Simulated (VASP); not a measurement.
# Si2W (I4/mmm) in VASP: a series of runs

The runs below take Si2W through single point, with PBEsol.

Program: VASP 6.6.1. These are calculated values, not measurements. Logs are shortened: lines on timing, memory, paths and dates and some standing lists are left out, and cuts for length are marked.

### Step 1. The cell of the first run

Symmetry: I4/mmm, No. 139, tetragonal system. Conventional cell: a = 3.202 Å, b = 3.202 Å, c = 7.816 Å, α = 90.00°, β = 90.00°, γ = 90.00°. Within 3.4 Å of Si (site symmetry 4mm) lie 9 Si at 2.59 to 3.20 Å and 5 W at 2.61 Å. Within 3.4 Å of W (site symmetry 4/mmm) lie 10 Si at 2.61 Å and 4 W at 3.20 Å.

### Step 2. Single point, PBEsol

File INCAR:

```
SYSTEM = Si2W
  PREC = Accurate
  ENCUT = 520
  EDIFF = 1E-6
  ISMEAR = 0
  SIGMA = 0.1
  LREAL = .False.
  LASPH = .True.
  NELM = 100
  ALGO = Normal
  ISIF = 2
  LWAVE = .False.
  LCHARG = .True.
  GGA = PS
  LELF = .True.
  LVHAR = .True.
  NBANDS = 31
```

File KPOINTS:

```
regular mesh
0
Gamma
  12 12 6
  0 0 0
```

File POSCAR:

```
Si2W
1.0
    3.2024995623      0.0000000000      0.0000000000
    0.0000000000      3.2024995623      0.0000000000
    0.0000000000      0.0000000000      7.8157325293
Si W
4 2
Direct
    0.0000000000      0.0000000000      0.3344989446
    0.5000000000      0.5000000000      0.1655010554
    0.5000000000      0.5000000000      0.8344989446
    0.0000000000      0.0000000000      0.6655010554
    0.0000000000      0.0000000000      0.0000000000
    0.5000000000      0.5000000000      0.5000000000
```

Potentials or basis: VASP PAW PBE potentials, release 64 (Si, W_sv).

On the command line:

```sh
cat potpaw_PBE.64/Si/POTCAR potpaw_PBE.64/W_sv/POTCAR > POTCAR
mpirun -np 1 vasp_std > vasp.out
```

OUTCAR:

```text
SYSTEM = Si2W
   PREC = Accurate
   ENCUT = 520
   EDIFF = 1E-6
   ISMEAR = 0
   LREAL = .False.
   LASPH = .True.
   NELM = 100
   ISIF = 2
   GGA = PS

 ion  position               nearest neighbor table
   1  0.000  0.000  0.334-   4 2.59   6 2.61   6 2.61   6 2.61   6 2.61   5 2.61   2 2.62   2 2.62
                             2 2.62   2 2.62
   2  0.500  0.500  0.166-   3 2.59   5 2.61   5 2.61   5 2.61   5 2.61   6 2.61   1 2.62   1 2.62
                             1 2.62   1 2.62
   3  0.500  0.500  0.834-   2 2.59   5 2.61   5 2.61   5 2.61   5 2.61   6 2.61   4 2.62   4 2.62
                             4 2.62   4 2.62
   4  0.000  0.000  0.666-   1 2.59   6 2.61   6 2.61   6 2.61   6 2.61   5 2.61   3 2.62   3 2.62
                             3 2.62   3 2.62
   5  0.000  0.000  0.000-   2 2.61   3 2.61   2 2.61   3 2.61   2 2.61   3 2.61   2 2.61   3 2.61
                             1 2.61   4 2.61
   6  0.500  0.500  0.500-   1 2.61   4 2.61   1 2.61   4 2.61   1 2.61   4 2.61   1 2.61   4 2.61
                             3 2.61   2 2.61

  LATTYP: Found a simple tetragonal cell.
 ALAT       =     3.2024995623
 C/A-ratio  =     2.4405101007

  Lattice vectors:

 A1 = (   3.2024995623,   0.0000000000,   0.0000000000)
 A2 = (   0.0000000000,   3.2024995623,   0.0000000000)
 A3 = (   0.0000000000,   0.0000000000,   7.8157325293)

Analysis of symmetry for initial positions (statically):
=====================================================================
 Subroutine PRICEL returns following result:

  LATTYP: Found a body centered tetragonal cell.
 ALAT       =     3.2024995623
 C/A-ratio  =     2.4405101007

  Lattice vectors:

 A1 = (   1.6012497811,  -1.6012497811,  -3.9078662647)
 A2 = (  -1.6012497811,   1.6012497811,  -3.9078662646)
 A3 = (   1.6012497811,   1.6012497812,   3.9078662646)

   2 primitive cells build up your supercell.

 Routine SETGRP: Setting up the symmetry group for a
 simple tetragonal supercell.

 Subroutine GETGRP returns: Found 16 space group operations
 (whereof 16 operations were pure point group operations)
 out of a pool of 16 trial point group operations.

The static configuration has the point symmetry D_4h.

Analysis of symmetry for dynamics (positions and initial velocities):
=====================================================================
 Subroutine PRICEL returns following result:

  LATTYP: Found a body centered tetragonal cell.
 ALAT       =     3.2024995623
[... 115 lines left out ...]
   LSORBIT =      F    spin-orbit coupling
   LASPH  =      T    aspherical Exc in radial PAW
   ENCUT  =  520.0 eV  38.22 Ry    6.18 a.u.   5.95  5.95 14.53*2*pi/ulx,y,z
   NELM   =    100;   NELMIN=  2; NELMDL= -5     # of ELM steps
   EDIFF  = 0.1E-05   stopping-criterion for ELM
   LREAL  =      F    real-space projection
   EDIFFG = 0.1E-04   stopping-criterion for IOM
   NSW    =      0    number of steps for IOM
   IBRION =     -1    ionic relax: 0-MD 1-quasi-New 2-CG
   NFREE  =      0    steps in history (QN), initial steepest desc. (CG)
   ISIF   =      2    stress and relaxation
   ISYM   =      2    0-nonsym 1-usesym 2-fastsym
   POTIM  = 0.5000    time-step for ionic-motion
   TEBEG  =    0.0;   TEEND  =   0.0 temperature during run
   PSTRESS=    0.0 pullay stress
   NELECT =      44.0000    total number of electrons
   NUPDOWN=      -1.0000    fix difference up-down
   EMIN   =  10.00;   EMAX   =-10.00  energy-range for DOS
   EFERMI =   0.00;   METHOD = LEGACY
   ISMEAR =     0;   SIGMA  =   0.10  broadening in eV -4-tet -1-fermi 0-gaus
   EFERMI_NEDOS =   21; number of points for ismear=-14 and -15
   IALGO  =     38    algorithm
   IMIX   =      4    mixing-type and parameters
     AMIX     =   0.40;   BMIX     =  1.00
     AMIX_MAG =   1.60;   BMIX_MAG =  1.00
  volume/ion in A,a.u.               =      13.36        90.16
  Fermi-wavevector in a.u.,A,eV,Ry     =   1.340427  2.533039 24.446187  1.796744
  Thomas-Fermi vector in A             =   2.468741
   LORBIT       =      0    0 simple, 1 ext, 2 COOP (PROOUT), +10 PAW based schemes
   GGA     = PS    functional components
   LHFCALC =     F    Hartree Fock is set to
   AEXX    =    0.0000 exact exchange contribution
   IVDW    =     0    specifies the selected vdW correction
   LEPSILON=     F    determine dielectric tensor
   LRPA    =     F    only Hartree local field effects (RPA)
 non-spin polarized calculation
 Gauss-broadening in eV      SIGMA  =   0.10
  energy-cutoff  :      520.00
  volume of cell :       80.16
 maximum number of plane-waves:      2208
 NGX is ok and might be reduce to    24
   NGX = 11   NGY = 11   NGZ = 29

 number of electron      43.9999999 magnetization

 Free energy of the ion-electron system (eV)
  ---------------------------------------------------
  ext. energy  EPLUGINS =         0.00000000
  ---------------------------------------------------
  free energy    TOTEN  =       -53.27862892 eV

  energy without entropy =      -53.27489698  energy(sigma->0) =      -53.27676295

 E-fermi :  12.0474     XC(G=0): -12.6486

 val. band max:       12.0358266094   @ k =   0.0833   0.0000   0.1667
 cond. band min:      12.0540451011   @ k =   0.0000   0.0000   0.1667
 fundamental gap:      0.0182184917
 Fermi energy:        12.0473717629

 k-point     1 :       0.0000    0.0000    0.0000
  band No.  band energies     occupation
      1     -61.7983      2.00000
      2     -61.7982      2.00000
      3     -26.0911      2.00000
      4     -26.0729      2.00000
      5     -26.0461      2.00000
      6     -26.0461      2.00000
[... 805 lines left out ...]
     30      16.4631      0.00000
     31      17.2048      0.00000

 [... further k-points ...]
[... 5 lines left out ...]
  --------------------------------------------------------------------------------------
  -------------------------------------------------------------------------------------
  Total        0.1622674      0.1622674      0.1678564      0.0000000      0.0000000      0.0000000
  in kB        3.2433505      3.2433505      3.3550622      0.0000000      0.0000000      0.0000000
  external PRESSURE =       3.2805877 kB  Pullay stress =       0.0000000 kB

 VOLUME and BASIS-vectors are now :
 -----------------------------------------------------------------------------
  energy-cutoff  :      520.00
  volume of cell :       80.16
      direct lattice vectors                 reciprocal lattice vectors
     3.202499562  0.000000000  0.000000000     0.312256093  0.000000000  0.000000000
     0.000000000  3.202499562  0.000000000     0.000000000  0.312256093  0.000000000
     0.000000000  0.000000000  7.815732529     0.000000000  0.000000000  0.127947060

 POSITION                                       TOTAL-FORCE (eV/Angst)
 -----------------------------------------------------------------------------------
      0.00000      0.00000      2.61435         0.000000     -0.000000     -0.007898
      1.60125      1.60125      1.29351         0.000000      0.000000      0.007898
      1.60125      1.60125      6.52222         0.000000      0.000000     -0.007898
      0.00000      0.00000      5.20138         0.000000     -0.000000      0.007898
      0.00000      0.00000      0.00000         0.000000      0.000000      0.000000
      1.60125      1.60125      3.90787        -0.000000     -0.000000      0.000000
 -----------------------------------------------------------------------------------
    total drift:                                0.000000      0.000000     -0.000000

  FREE ENERGIE OF THE ION-ELECTRON SYSTEM (eV)
  ---------------------------------------------------
  free  energy   TOTEN  =       -53.2786289212 eV

  energy  without entropy=      -53.2748969817  energy(sigma->0) =      -53.27676295
```

OSZICAR:

```text
N       E                     dE             d eps       ncg     rms          rms(c)
DAV:   1     0.358445717897E+03    0.35845E+03   -0.22115E+04  7104   0.144E+03
DAV:   2    -0.363169275435E+02   -0.39476E+03   -0.38113E+03  7500   0.405E+02
DAV:   3    -0.547053255470E+02   -0.18388E+02   -0.17795E+02  8936   0.785E+01
DAV:   4    -0.550275637401E+02   -0.32224E+00   -0.32110E+00  8422   0.984E+00
DAV:   5    -0.550320855213E+02   -0.45218E-02   -0.45206E-02  8526   0.129E+00    0.374E+01
DAV:   6    -0.535165556123E+02    0.15155E+01   -0.61913E+00  8288   0.149E+01    0.132E+01
DAV:   7    -0.533233108112E+02    0.19324E+00   -0.51383E-01  7964   0.340E+00    0.573E+00
DAV:   8    -0.532798819453E+02    0.43429E-01   -0.85941E-02  8527   0.185E+00    0.432E-01
DAV:   9    -0.532790470167E+02    0.83493E-03   -0.33258E-03  8633   0.328E-01    0.287E-01
DAV:  10    -0.532786854914E+02    0.36153E-03   -0.11953E-03  8586   0.249E-01    0.817E-02
DAV:  11    -0.532786281131E+02    0.57378E-04   -0.23483E-04  8317   0.101E-01    0.292E-02
DAV:  12    -0.532786289212E+02   -0.80811E-06   -0.65420E-06  7647   0.146E-02
   1 F= -.53278629E+02 E0= -.53276763E+02  d E =-.373194E-02
```

It took 1.8 min on 1 thread of Intel Xeon 6975P-C (Granite Rapids), shared host; peak memory 0.34 GiB.

What came out:

| Quantity | Value |
| --- | --- |
| Free energy | -53.2786 eV |
| Pressure | 0.3 GPa |
| Largest force | 0.008 eV/Å |
| Band gap on the k mesh | zero (band 22 reaches 12.75 eV, above the bottom of band 23 at 11.57 eV) |

Forces in eV/Å, atoms in the order of the input:
```
Si   0.000  0.000 -0.008
Si   0.000  0.000  0.008
Si   0.000  0.000 -0.008
Si   0.000  0.000  0.008
W    0.000  0.000  0.000
W    0.000  0.000  0.000
```

Levels at points of the mesh, in eV from the Fermi level:
```
           k point  band 18  band 19  band 20  band 21  band 22  band 23  band 24  band 25  band 26  band 27
(0.00, 0.00, 0.00)    -2.68    -0.88    -0.88    -0.57    -0.57     0.57     0.75     2.76     2.81     3.07
(0.50, 0.00, 0.00)    -2.82    -2.73    -2.73    -0.76    -0.76     2.06     2.06     2.92     2.92     3.60
(0.50, 0.50, 0.00)    -5.11    -3.36    -3.36    -1.81    -1.81     2.77     2.77     2.94     2.94     3.10
(0.00, 0.00, 0.50)    -2.35    -2.35    -2.35     0.66     0.66     1.53     1.53     1.53     1.53     1.57
(0.50, 0.00, 0.50)    -2.87    -2.87    -2.87    -0.51    -0.51     2.67     2.67     2.76     2.76     3.90
(0.50, 0.50, 0.50)    -3.09    -2.50    -2.50    -2.50    -2.50     0.04     0.04     2.94     2.94     3.61
```

Caveat: the PAW data sets were made with another functional, which shifts forces and pressure a little; spin-orbit coupling is left out, which moves the levels of the heavy elements.

### Step 3. Single point, PBEsol (uniaxial strain along c: +1.5 %)

File INCAR:

```
PREC     = Accurate       # precision mode
ENCUT    = 520            # plane-wave cutoff, eV
EDIFF    = 1E-6           # SCF threshold, eV
ISMEAR   = 0              # smearing method
SIGMA    = 0.1            # smearing width, eV
LREAL    = False          # projectors in reciprocal space
LASPH    = True           # aspherical terms in the spheres
NELM     = 100            # most SCF steps
ALGO     = Normal         # electronic algorithm
ISIF     = 2              # what is computed and relaxed
LWAVE    = False          # write WAVECAR
LCHARG   = False          # write CHGCAR
GGA      = PS             # functional
NBANDS   = 31             # bands
```

File KPOINTS:

```
Automatic mesh
0
Gamma
  12 12 6
```

POSCAR, as its differences from that of step 2:

```diff
@@ -2,5 +2,5 @@
 1.0
-    3.2024995623      0.0000000000      0.0000000000
-    0.0000000000      3.2024995623      0.0000000000
-    0.0000000000      0.0000000000      7.8157325293
+    3.1904901889      0.0000000000      0.0000000000
+    0.0000000000      3.1904901889      0.0000000000
+    0.0000000000      0.0000000000      7.9329685173
 Si W
```

Potentials or basis: VASP PAW PBE potentials, release 64 (Si, W_sv).

On the command line:

```sh
cat potpaw_PBE.64/Si/POTCAR potpaw_PBE.64/W_sv/POTCAR > POTCAR
mpirun -np 1 vasp_std > vasp.out
```

Run time: 2.1 min. Hardware: 1 thread of Intel Xeon 6975P-C (Granite Rapids), shared host; peak memory 0.34 GiB.

It converged, with:

| Quantity | Value |
| --- | --- |
| Free energy | -53.2520 eV |
| Pressure | -1.6 GPa |
| Largest force | 0.021 eV/Å |
| Band gap on the k mesh | zero (band 22 reaches 12.74 eV, above the bottom of band 23 at 11.59 eV) |

Forces in eV/Å, atoms in the order of the input:
```
Si   0.000  0.000  0.021
Si   0.000  0.000 -0.021
Si   0.000  0.000  0.021
Si   0.000  0.000 -0.021
W    0.000  0.000  0.000
W    0.000  0.000  0.000
```

Stress tensor (GPa, compression positive):
```
 0.95  0.00  0.00
 0.00  0.95  0.00
 0.00  0.00 -6.77
```

Levels at points of the mesh, in eV from the Fermi level:
```csv
k point,band 19,band 20,band 21,band 22,band 23,band 24,band 25,band 26
"(0.00, 0.00, 0.00)",-0.78,-0.78,-0.61,-0.61,0.65,0.80,2.80,2.82
"(0.50, 0.00, 0.00)",-2.73,-2.73,-0.69,-0.69,1.98,1.98,2.95,2.95
"(0.50, 0.50, 0.00)",-3.48,-3.48,-1.81,-1.81,2.54,2.54,2.98,2.98
"(0.00, 0.00, 0.50)",-2.28,-2.28,0.72,0.72,1.51,1.51,1.54,1.54
"(0.50, 0.00, 0.50)",-2.78,-2.78,-0.47,-0.47,2.72,2.72,2.83,2.83
"(0.50, 0.50, 0.50)",-2.56,-2.56,-2.56,-2.56,-0.13,-0.13,2.98,2.98
```

Caveat: the cell differs from its parent crystal (uniaxial strain along c: +1.5 %); the PAW data sets were made with another functional, which shifts forces and pressure a little; spin-orbit coupling is left out, which moves the levels of the heavy elements.

### Step 4. Single point, PBEsol (uniaxial strain along c: +1.5 %, then relaxed in part)

File INCAR:

```
ALGO = Normal ; EDIFF = 1E-7
ENCUT = 520 ; GGA = PS
ISIF = 2 ; ISMEAR = 0
LASPH = True ; LCHARG = False
LREAL = False ; LWAVE = False
NBANDS = 31 ; NELM = 60
PREC = Accurate ; SIGMA = 0.1
```

File KPOINTS:

```
k-points
0
Gamma
  12 12 6
```

File POSCAR:

```
Si2W
1.0
    3.1939689287      0.0000000000      0.0000000000
    0.0000000000      3.1939689287      0.0000000000
    0.0000000000      0.0000000000      7.9329685173
Si W
4 2
Direct
    0.0000000000      0.0000000000      0.3347005708
    0.5000000000      0.5000000000      0.1652994292
    0.5000000000      0.5000000000      0.8347005708
    0.0000000000      0.0000000000      0.6652994292
    0.0000000000      0.0000000000      0.0000000000
    0.5000000000      0.5000000000      0.5000000000
```

On the command line:

```sh
cat potpaw_PBE.64/Si/POTCAR potpaw_PBE.64/W_sv/POTCAR > POTCAR
mpirun -np 1 vasp_std > vasp.out
```

Wall time 2 min (1 thread of Intel Xeon 6975P-C (Granite Rapids), shared host); peak memory 0.33 GiB.

The run converged. Its results:

```yaml
Free_energy: -53.2528 eV
Pressure: -2.1 GPa
Largest_force: 0.004 eV/Å
Band_gap_on_the_k_mesh: zero (band 22 reaches 12.69 eV, above the bottom of band 23 at 11.54 eV)
```

Forces on the atoms (eV/Å):
```
Si   0.000  0.000 -0.004
Si   0.000  0.000  0.004
Si   0.000  0.000 -0.004
Si   0.000  0.000  0.004
W    0.000  0.000  0.000
W    0.000  0.000  0.000
```

Stress tensor (GPa, compression positive):
```
 0.36  0.00  0.00
 0.00  0.36  0.00
 0.00  0.00 -6.93
```

Levels at points of the mesh, in eV from the Fermi level:
```
           k point  band 20  band 21  band 22  band 23  band 24  band 25
(0.00, 0.00, 0.00)    -0.78    -0.61    -0.61     0.63     0.79     2.79
(0.50, 0.00, 0.00)    -2.73    -0.69    -0.69     1.98     1.98     2.94
(0.50, 0.50, 0.00)    -3.47    -1.81    -1.81     2.55     2.55     2.97
(0.00, 0.00, 0.50)    -2.27     0.71     0.71     1.50     1.50     1.53
(0.50, 0.00, 0.50)    -2.78    -0.47    -0.47     2.71     2.71     2.83
(0.50, 0.50, 0.50)    -2.56    -2.56    -2.56    -0.12    -0.12     2.97
```

Caveat: the cell differs from its parent crystal (uniaxial strain along c: +1.5 %, then relaxed in part); the PAW data sets were made with another functional, which shifts forces and pressure a little; spin-orbit coupling is left out, which moves the levels of the heavy elements.

(Part 1 of 2 ends here.)
